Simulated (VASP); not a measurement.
# InSe (R3m) in VASP: single point with LDA

Aim: the single point of InSe with LDA.

All numbers are computed with VASP 6.6.1; they aren't measurements. Logs are shortened: lines on timing, memory, paths and dates and some standing lists are left out, and cuts for length are marked.

### 1 The cell of the first run

It takes space group R3m (No. 160, trigonal). The conventional cell has a = 4.000 Å, b = 4.000 Å, c = 25.320 Å, α = 90.00°, β = 90.00°, γ = 120.00°. In (site symmetry 3m) has 3 Se at 2.64 Å and 1 In at 2.82 Å within 3.5 Å. In (site symmetry 3m) has 3 Se at 2.63 Å and 1 In at 2.82 Å within 3.5 Å. Se (site symmetry 3m) has 3 In at 2.64 Å within 3.5 Å. Se (site symmetry 3m) has 3 In at 2.63 Å within 3.5 Å.

### 2 Single point, LDA

Input file INCAR:

```
SYSTEM = InSe
PREC = Accurate ; ENCUT = 520
EDIFF = 1E-7 ; ISMEAR = 0
SIGMA = 0.01 ; LREAL = .FALSE.
LASPH = .TRUE. ; NELM = 100
ALGO = Normal ; ISIF = 2
LWAVE = .FALSE. ; LCHARG = .TRUE.
LELF = .TRUE. ; LVHAR = .TRUE.
NBANDS = 27
```

Input file KPOINTS:

```
regular mesh
0
G
  4 4 4
  0 0 0
```

Input file POSCAR:

```
InSe
1.0
    2.0000000000      1.1547005400      8.4400000000
   -2.0000000000      1.1547005400      8.4400000000
    0.0000000000     -2.3094010800      8.4400000000
In Se
2 2
Direct
    0.0000000000      0.0000000000      0.0000000000
    0.1114000000      0.1114000000      0.1114000000
    0.6165000000      0.6165000000      0.6165000000
    0.8281000000      0.8281000000      0.8281000000
```

Potentials or basis: VASP PAW LDA potentials, release 64 (In_d, Se).

Started as:

```bash
$ cat potpaw_LDA.64/In_d/POTCAR potpaw_LDA.64/Se/POTCAR > POTCAR
$ mpirun -np 1 vasp_std > vasp.out
```

OUTCAR:

```text
SYSTEM = InSe
   PREC = Accurate
   ENCUT = 520
   EDIFF = 1E-7
   ISMEAR = 0
   LREAL = .FALSE.
   LASPH = .TRUE.
   NELM = 100
   ISIF = 2

 ion  position               nearest neighbor table
   1  0.000  0.000  0.000-   3 2.64   3 2.64   3 2.64   2 2.82
   2  0.111  0.111  0.111-   4 2.63   4 2.63   4 2.63   1 2.82
   3  0.617  0.617  0.617-   1 2.64   1 2.64   1 2.64
   4  0.828  0.828  0.828-   2 2.63   2 2.63   2 2.63

  LATTYP: Found a trigonal (rhomboedric) cell.
 ALAT       =     8.7502533299
 COS(alpha) =     0.8955162540

  Lattice vectors:

 A1 = (   2.0000000000,   1.1547005400,   8.4400000000)
 A2 = (  -2.0000000000,   1.1547005400,   8.4400000000)
 A3 = (   0.0000000000,  -2.3094010800,   8.4400000000)

Analysis of symmetry for initial positions (statically):
=====================================================================
 Subroutine PRICEL returns:
 Original cell was already a primitive cell.

 Routine SETGRP: Setting up the symmetry group for a
 trigonal (rhombohedral) supercell.

 Subroutine GETGRP returns: Found  6 space group operations
 (whereof  6 operations were pure point group operations)
 out of a pool of 12 trial point group operations.

The static configuration has the point symmetry C_3v.

Analysis of symmetry for dynamics (positions and initial velocities):
=====================================================================
 Subroutine PRICEL returns:
 Original cell was already a primitive cell.

 Routine SETGRP: Setting up the symmetry group for a
 trigonal (rhombohedral) supercell.

 Subroutine GETGRP returns: Found  6 space group operations
 (whereof  6 operations were pure point group operations)
 out of a pool of 12 trial point group operations.

The dynamic configuration has the point symmetry C_3v.

 Subroutine INISYM returns: Found  6 space group operations
 (whereof  6 operations are pure point group operations),
 and found     1 'primitive' translations

----------------------------------------------------------------------------------------

                                     Primitive cell

  volume of cell :     116.9481

  direct lattice vectors                    reciprocal lattice vectors
     2.000000000  1.154700540  8.440000000     0.250000000  0.144337567  0.039494471
    -2.000000000  1.154700540  8.440000000    -0.250000000  0.144337567  0.039494471
     0.000000000 -2.309401080  8.440000000     0.000000000 -0.288675134  0.039494471

  length of vectors
     8.750253330  8.750253330  8.750253331     0.291364285  0.291364285  0.291364285

  position of ions in fractional coordinates (direct lattice)
     0.000000000  0.000000000  0.000000000
     0.111400000  0.111400000  0.111400000
     0.616500000  0.616500000  0.616500000
     0.828100000  0.828100000  0.828100000

  ion indices of the primitive-cell ions
   primitive index   ion index
                 1           1
                 2           2
                 3           3
                 4           4

----------------------------------------------------------------------------------------

 KPOINTS: regular mesh

Automatic generation of k-mesh.
 Grid dimensions read from file:
 generate k-points for:    4    4    4

 Generating k-lattice:

  Cartesian coordinates                     Fractional coordinates (reciprocal lattice)
     0.062500000  0.036084392  0.009873618     0.250000000  0.000000000 -0.000000000
    -0.062500000  0.036084392  0.009873618     0.000000000  0.250000000 -0.000000000
     0.000000000 -0.072168784  0.009873618    -0.000000000 -0.000000000  0.250000000

  Length of vectors
     0.072841071  0.072841071  0.072841071

  Shift w.r.t. Gamma in fractional coordinates (k-lattice)
     0.000000000  0.000000000  0.000000000

 Subroutine IBZKPT returns following result:
 ===========================================

 Found     13 irreducible k-points:

 Following reciprocal coordinates:
            Coordinates               Weight
  0.000000  0.000000  0.000000      1.000000
  0.250000  0.000000 -0.000000      6.000000
  0.500000  0.000000 -0.000000      3.000000
  0.250000  0.250000 -0.000000      6.000000
  0.500000  0.250000  0.000000     12.000000
 -0.250000  0.250000  0.000000      6.000000
  0.500000  0.500000 -0.000000      3.000000
  0.250000  0.250000  0.250000      2.000000
  0.500000  0.250000  0.250000      6.000000
 -0.250000  0.250000  0.250000      6.000000
  0.500000  0.500000  0.250000      6.000000
 -0.250000  0.500000  0.250000      6.000000
  0.500000  0.500000  0.500000      1.000000
   k-points           NKPTS =     13   k-points in BZ     NKDIM =     13   number of bands    NBANDS=     27
   number of dos      NEDOS =    301   number of ions     NIONS =      4
   total plane-waves  NPLWV = 343000
   dimension x,y,z NGX =    70 NGY =   70 NGZ =   70
   dimension x,y,z NGXF=   140 NGYF=  140 NGZF=  140
   ions per type =               2   2
   NGX,Y,Z   is equivalent  to a cutoff of  13.30, 13.30, 13.30 a.u.
   NGXF,Y,Z  is equivalent  to a cutoff of  26.60, 26.60, 26.60 a.u.
 SYSTEM =  InSe
   PREC   = accura    normal or accurate (medium, high low for compatibility)
   ISTART =      0    job   : 0-new  1-cont  2-samecut
   ICHARG =      2    charge: 1-file 2-atom 10-const
   ISPIN  =      1    spin polarized calculation?
   LNONCOLLINEAR =      F non collinear calculations
   LSORBIT =      F    spin-orbit coupling
   LASPH  =      T    aspherical Exc in radial PAW
   ENCUT  =  520.0 eV  38.22 Ry    6.18 a.u.  16.27 16.27 16.27*2*pi/ulx,y,z
   NELM   =    100;   NELMIN=  2; NELMDL= -5     # of ELM steps
   EDIFF  = 0.1E-06   stopping-criterion for ELM
   LREAL  =      F    real-space projection
   EDIFFG = 0.1E-05   stopping-criterion for IOM
   NSW    =      0    number of steps for IOM
   IBRION =     -1    ionic relax: 0-MD 1-quasi-New 2-CG
   NFREE  =      0    steps in history (QN), initial steepest desc. (CG)
   ISIF   =      2    stress and relaxation
   ISYM   =      2    0-nonsym 1-usesym 2-fastsym
   POTIM  = 0.5000    time-step for ionic-motion
   TEBEG  =    0.0;   TEEND  =   0.0 temperature during run
   PSTRESS=    0.0 pullay stress
   NELECT =      38.0000    total number of electrons
   NUPDOWN=      -1.0000    fix difference up-down
   EMIN   =  10.00;   EMAX   =-10.00  energy-range for DOS
   EFERMI =   0.00;   METHOD = LEGACY
   ISMEAR =     0;   SIGMA  =   0.01  broadening in eV -4-tet -1-fermi 0-gaus
   EFERMI_NEDOS =   21; number of points for ismear=-14 and -15
   IALGO  =     38    algorithm
   IMIX   =      4    mixing-type and parameters
     AMIX     =   0.40;   BMIX     =  1.00
     AMIX_MAG =   1.60;   BMIX_MAG =  1.00
  volume/ion in A,a.u.               =      29.24       197.30
  Fermi-wavevector in a.u.,A,eV,Ry     =   1.125481  2.126852 17.234615  1.266709
  Thomas-Fermi vector in A             =   2.262159
   LORBIT       =      0    0 simple, 1 ext, 2 COOP (PROOUT), +10 PAW based schemes
   GGA     = CA    functional components
   LHFCALC =     F    Hartree Fock is set to
   AEXX    =    0.0000 exact exchange contribution
   IVDW    =     0    specifies the selected vdW correction
   LEPSILON=     F    determine dielectric tensor
   LRPA    =     F    only Hartree local field effects (RPA)
 non-spin polarized calculation
 Gauss-broadening in eV      SIGMA  =   0.01
  energy-cutoff  :      520.00
  volume of cell :      116.95
 maximum number of plane-waves:      3176
 NGX is ok and might be reduce to    70
   NGX = 33   NGY = 33   NGZ = 33

 number of electron      37.9999999 magnetization

 Free energy of the ion-electron system (eV)
  ---------------------------------------------------
  ext. energy  EPLUGINS =         0.00000000
  ---------------------------------------------------
  free energy    TOTEN  =       -16.56136299 eV

  energy without entropy =      -16.56136299  energy(sigma->0) =      -16.56136299

 E-fermi :   4.0435     XC(G=0):  -9.2534

 val. band max:        3.9599202443   @ k =   0.5000   0.5000   0.5000
 cond. band min:       4.1816248387   @ k =   0.5000   0.5000   0.5000
 fundamental gap:      0.2217045944
 Fermi energy:         4.0435135513

 k-point     1 :       0.0000    0.0000    0.0000
  band No.  band energies     occupation
      1     -10.8026      2.00000
      2     -10.6270      2.00000
      3     -10.6270      2.00000
      4     -10.5521      2.00000
      5     -10.5521      2.00000
      6     -10.5295      2.00000
[... 19 lines left out ...]
     26       9.3240      0.00000
     27      11.3276      0.00000

 k-point     2 :       0.2500    0.0000   -0.0000
  band No.  band energies     occupation
      1     -10.8677      2.00000
      2     -10.7487      2.00000
      3     -10.7352      2.00000
      4     -10.6192      2.00000
      5     -10.5442      2.00000
      6     -10.5131      2.00000
[... 19 lines left out ...]
     26      10.2698      0.00000
     27      10.5359      0.00000

 k-point     3 :       0.5000    0.0000   -0.0000
  band No.  band energies     occupation
      1     -10.9760      2.00000
      2     -10.8750      2.00000
      3     -10.7321      2.00000
      4     -10.6197      2.00000
      5     -10.5585      2.00000
      6     -10.4756      2.00000
[... 19 lines left out ...]
     26      10.2419      0.00000
     27      10.7859      0.00000

 k-point     4 :       0.2500    0.2500   -0.0000
  band No.  band energies     occupation
      1     -10.8653      2.00000
      2     -10.7528      2.00000
      3     -10.7336      2.00000
      4     -10.6195      2.00000
      5     -10.5442      2.00000
      6     -10.5130      2.00000
[... 19 lines left out ...]
     26      10.3153      0.00000
     27      10.5881      0.00000
[... 186 lines left out ...]
      4     -10.6196      2.00000
      5     -10.5441      2.00000
      6     -10.5129      2.00000
[... 19 lines left out ...]
     26      10.4471      0.00000
     27      10.8909      0.00000

 k-point    12 :      -0.2500    0.5000    0.2500
  band No.  band energies     occupation
      1     -10.9517      2.00000
      2     -10.8728      2.00000
      3     -10.7316      2.00000
      4     -10.6355      2.00000
      5     -10.5388      2.00000
      6     -10.4913      2.00000
[... 19 lines left out ...]
     26      10.5872      0.00000
     27      10.9327      0.00000

 k-point    13 :       0.5000    0.5000    0.5000
  band No.  band energies     occupation
      1     -10.8023      2.00000
      2     -10.6272      2.00000
      3     -10.6272      2.00000
      4     -10.5520      2.00000
      5     -10.5520      2.00000
      6     -10.5296      2.00000
[... 19 lines left out ...]
     26       9.5030      0.00000
     27      11.8298      0.00000

------------------------ aborting loop because EDIFF is reached ----------------------------------------

  FORCE on cell =-STRESS in cart. coord.  units (eV):
  Direction    XX          YY          ZZ          XY          YZ          ZX
  --------------------------------------------------------------------------------------
  -------------------------------------------------------------------------------------
  Total       -0.4263408     -0.4263408     -1.6668408      0.0000000      0.0000000      0.0000000
  in kB       -5.8408278     -5.8408279    -22.8355582      0.0000000      0.0000000      0.0000000
  external PRESSURE =     -11.5057380 kB  Pullay stress =       0.0000000 kB

 VOLUME and BASIS-vectors are now :
 -----------------------------------------------------------------------------
  energy-cutoff  :      520.00
  volume of cell :      116.95
      direct lattice vectors                 reciprocal lattice vectors
     2.000000000  1.154700540  8.440000000     0.250000000  0.144337567  0.039494471
    -2.000000000  1.154700540  8.440000000    -0.250000000  0.144337567  0.039494471
     0.000000000 -2.309401080  8.440000000     0.000000000 -0.288675134  0.039494471

 POSITION                                       TOTAL-FORCE (eV/Angst)
 -----------------------------------------------------------------------------------
      0.00000      0.00000      0.00000         0.000000      0.000000      0.222284
      0.00000      0.00000      2.82065         0.000000      0.000000     -0.238205
      0.00000      0.00000     15.60978         0.000000     -0.000000      0.044440
      0.00000      0.00000     20.96749         0.000000      0.000000     -0.028519
 -----------------------------------------------------------------------------------
    total drift:                               -0.000000     -0.000000     -0.000305

  FREE ENERGIE OF THE ION-ELECTRON SYSTEM (eV)
  ---------------------------------------------------
  free  energy   TOTEN  =       -16.5613629898 eV

  energy  without entropy=      -16.5613629898  energy(sigma->0) =      -16.56136299
```

Wall time 4.2 min (1 thread of AMD EPYC 7R13 (Zen 3), shared host); peak memory 0.44 GiB.

What came out:

- Free energy: -16.5614 eV
- Pressure: -1.2 GPa
- Largest force: 0.238 eV/Å
- Band gap on the k mesh: 0.22 eV, direct

Forces on the atoms (eV/Å):
```
In   0.000  0.000  0.222
In   0.000  0.000 -0.238
Se   0.000  0.000  0.044
Se   0.000  0.000 -0.029
```

Caveat: the k points lie up to 0.46 Å⁻¹ apart; spin-orbit coupling is left out, which moves the levels of the heavy elements.
